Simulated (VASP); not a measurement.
# Na (Pm-3m) in VASP: a series of runs, part 2 of 2

VASP 6.6.1. Earlier steps stand in the parts before.

## 5. Relaxation of cell and atoms, PBEsol, target pressure 20 GPa, at which the enthalpy is minimised

File INCAR:

```
SYSTEM = Na
  PREC = Accurate
  ENCUT = 600
  EDIFF = 1E-7
  ISMEAR = 1
  SIGMA = 0.1
  LREAL = .False.
  LASPH = .True.
  NELM = 60
  ALGO = Normal
  ISIF = 3
  LWAVE = .False.
  LCHARG = .False.
  GGA = PS
  IBRION = 2
  NSW = 80
  EDIFFG = -0.01
  PSTRESS = 200.0
```

File KPOINTS:

```
regular mesh
0
Gamma
  12 12 12
  0 0 0
```

File POSCAR:

```
Na
1.0
    3.5100000000      0.0000000000      0.0000000000
    0.0000000000      3.5100000000      0.0000000000
    0.0000000000      0.0000000000      3.5100000000
Na
1
Direct
    0.0000000000      0.0000000000      0.0000000000
```

Potentials or basis: VASP PAW PBE potentials, release 64 (Na_pv).

Launch:

```
cat potpaw_PBE.64/Na_pv/POTCAR > POTCAR
mpirun -np 1 vasp_std > vasp.out
```

OUTCAR:

```text
SYSTEM = Na
   PREC = Accurate
   ENCUT = 600
   EDIFF = 1E-7
   ISMEAR = 1
   LREAL = .False.
   LASPH = .True.
   NELM = 60
   ISIF = 3
   GGA = PS
   IBRION = 2
   NSW = 80
   EDIFFG = -0.01
   PSTRESS = 200.0

 ion  position               nearest neighbor table
   1  0.000  0.000  0.000-

  LATTYP: Found a simple cubic cell.
 ALAT       =     3.5100000000

  Lattice vectors:

 A1 = (   3.5100000000,   0.0000000000,   0.0000000000)
 A2 = (   0.0000000000,   3.5100000000,   0.0000000000)
 A3 = (   0.0000000000,   0.0000000000,   3.5100000000)

Analysis of symmetry for initial positions (statically):
=====================================================================
 Subroutine PRICEL returns:
 Original cell was already a primitive cell.

 Routine SETGRP: Setting up the symmetry group for a
 simple cubic supercell.

 Subroutine GETGRP returns: Found 48 space group operations
 (whereof 48 operations were pure point group operations)
 out of a pool of 48 trial point group operations.

The static configuration has the point symmetry O_h .

Analysis of symmetry for dynamics (positions and initial velocities):
=====================================================================
[... 135 lines left out ...]
   AEXX    =    0.0000 exact exchange contribution
   IVDW    =     0    specifies the selected vdW correction
   LEPSILON=     F    determine dielectric tensor
   LRPA    =     F    only Hartree local field effects (RPA)
 conjugate gradient relaxation of ions
 non-spin polarized calculation
 Methfessel and Paxton  Order N= 1 SIGMA  =   0.10
  energy-cutoff  :      600.00
  volume of cell :       43.24
 maximum number of plane-waves:      1472
   NGX = 15   NGY = 15   NGZ = 15

--------------------------------------- Ionic step        1  -------------------------------------------

 number of electron       6.9999981 magnetization

 Free energy of the ion-electron system (eV)
  ---------------------------------------------------
  ext. energy  EPLUGINS =         0.00000000
  ---------------------------------------------------
  free energy    TOTEN  =        -1.26942115 eV

  energy without entropy =       -1.26921526  energy(sigma->0) =       -1.26935252

 E-fermi :  -0.0892     XC(G=0):  -6.1027

 val. band max:       -0.1587985582   @ k =   0.3333   0.2500   0.2500
 cond. band min:      -0.0758405728   @ k =   0.4167   0.2500   0.0833
 fundamental gap:      0.0829579855
 Fermi energy:        -0.0892238718
[... 595 lines left out ...]
  energy  without entropy=       -0.5667441298  energy(sigma->0) =       -0.56695832

  enthalpy is  TOTEN    =         1.6847361735 eV   P V=        2.2518015958

[... ionic steps 4 to 13 ...]

--------------------------------------- Ionic step       14  -------------------------------------------

 number of electron       6.9999996 magnetization

------------------------ aborting loop because EDIFF is reached ----------------------------------------
[... 69 lines left out ...]
--------------------------------------- Ionic step       16  -------------------------------------------

 number of electron       6.9999997 magnetization

 Free energy of the ion-electron system (eV)
  ---------------------------------------------------
  ext. energy  EPLUGINS =         0.00000000
  ---------------------------------------------------
  free energy    TOTEN  =        -0.57661146 eV

  energy without entropy =       -0.57628981  energy(sigma->0) =       -0.57650424

 E-fermi :   3.3952     XC(G=0):  -8.7757

 val. band max:        3.3638323521   @ k =   0.3333   0.2500   0.2500
 cond. band min:       3.4038782563   @ k =   0.5000   0.0833   0.0833
 fundamental gap:      0.0400459043
 Fermi energy:         3.3952230384
[... 272 lines left out ...]
  energy  without entropy=       -0.5762898054  energy(sigma->0) =       -0.57650424

  enthalpy is  TOTEN    =         1.6846325016 eV   P V=        2.2612439579

 reached required accuracy - stopping structural energy minimisation
```

OSZICAR:

```text
N       E                     dE             d eps       ncg     rms          rms(c)
DAV:   1     0.232463521614E+02    0.23246E+02   -0.40499E+03  1176   0.890E+02
DAV:   2    -0.765455341760E+00   -0.24012E+02   -0.23990E+02  1239   0.147E+02
DAV:   3    -0.126841768736E+01   -0.50296E+00   -0.50296E+00  1498   0.309E+01
[... 106 lines left out ...]
DAV:   3    -0.576648428367E+00    0.51920E-03   -0.91027E-04  1218   0.683E-01    0.173E-02
DAV:   4    -0.576611892605E+00    0.36536E-04   -0.34150E-05  1281   0.148E-01    0.132E-03
DAV:   5    -0.576611564746E+00    0.32786E-06   -0.28456E-07  1176   0.120E-02    0.515E-04
DAV:   6    -0.576611455599E+00    0.10915E-06   -0.57569E-08   609   0.625E-03    0.331E-05
DAV:   7    -0.576611456359E+00   -0.76022E-09   -0.23839E-09   588   0.987E-04
  16 F= 0.16846325E+01 E0= 0.16847397E+01  d E =-.659087E-03
```

CONTCAR:

```text
Na
   1.00000000000000
     2.6262899315856787   -0.0000000000000000    0.0000000000000000
    -0.0000000000000000    2.6262899315856778   -0.0000000000000000
    -0.0000000000000000   -0.0000000000000000    2.6262899315856787
  Na
     1
Direct
     0.0000000000000000    0.0000000000000000    0.0000000000000000

  0.00000000E+00  0.00000000E+00  0.00000000E+00
```

Run time: 48 s. Hardware: 1 thread of Intel Xeon 6975P-C (Granite Rapids), shared host; peak memory 0.17 GiB.

What came out:

* Free energy: -0.5766 eV
* Relaxed volume: 18.11 Å³/atom
* Relaxed cell: a = 2.626 Å, b = 2.626 Å, c = 2.626 Å, α = 90.00°, β = 90.00°, γ = 90.00°
* Space group after relaxing (to 0.1 Å): Pm-3m (No. 221)
* Energy change on relaxing (the run minimises the enthalpy): +692.8 meV/atom
* Ionic steps: 16
* Pressure after relaxing: 20.1 GPa
* Band gap on the k mesh: zero (an odd number of electrons rules out a gap without spin polarisation)

Step by step:
```tsv
step	energy change (eV)	largest force (eV/Å)	pressure (GPa)	volume (Å³)
1	0.0000	0.0000	-0.57	43.24
2	0.8513	0.0000	24.67	16.97
3	0.7024	0.0000	20.37	18.04
4	0.6570	0.0000	19.07	18.41
5	0.6576	0.0000	19.09	18.40
6	0.6596	0.0000	19.15	18.39
7	0.6596	0.0000	19.14	18.39
8	0.6596	0.0000	19.13	18.39
9	0.6598	0.0000	19.20	18.38
10	0.6600	0.0000	19.15	18.38
11	0.6605	0.0000	19.17	18.38
12	0.6616	0.0000	19.20	18.37
13	0.6636	0.0000	19.33	18.35
14	0.6677	0.0000	19.39	18.32
15	0.6760	0.0000	19.64	18.25
16	0.6928	0.0000	20.08	18.11
```

Final structure:
```yaml
crystal:
  lattice:
    - [2.62629, 0.00000, 0.00000]
    - [0.00000, 2.62629, 0.00000]
    - [0.00000, 0.00000, 2.62629]
  atoms:
    - { symbol: Na, position: [0.00000, 0.00000, 0.00000] }
```

Caveat: the cell is relaxed towards a set pressure, so the run minimises the enthalpy, not the energy; the volume moved by over 15 % at a fixed basis, so the end points are rough; the PAW data sets were made with another functional, which shifts forces and pressure a little.

## 6. Summary

| cell | gap on the mesh (eV) | pressure (GPa) |
| --- | --- | --- |
| relaxed | none | 0.0 |
| relaxed to 5 GPa | none | 5.0 |
| relaxed to 10 GPa | none | 10.0 |
| relaxed to 20 GPa | none | 20.1 |

Alike in all rows: task relaxation of cell and atoms; level PBEsol; potentials or basis VASP PAW PBE potentials, release 64 (Na_pv); no spin polarisation; k mesh 12 × 12 × 12; cutoff (eV) 600; smearing methfessel-paxton 0.1 eV.

Caveats: the PAW data sets were made with another functional, which shifts forces and pressure a little; the cell is relaxed towards a set pressure, so the run minimises the enthalpy, not the energy (at least some runs); the volume moved by over 15 % at a fixed basis, so the end points are rough (at least some runs).

Total energies depend on the potentials used, so only differences within one code and one set of settings carry meaning.
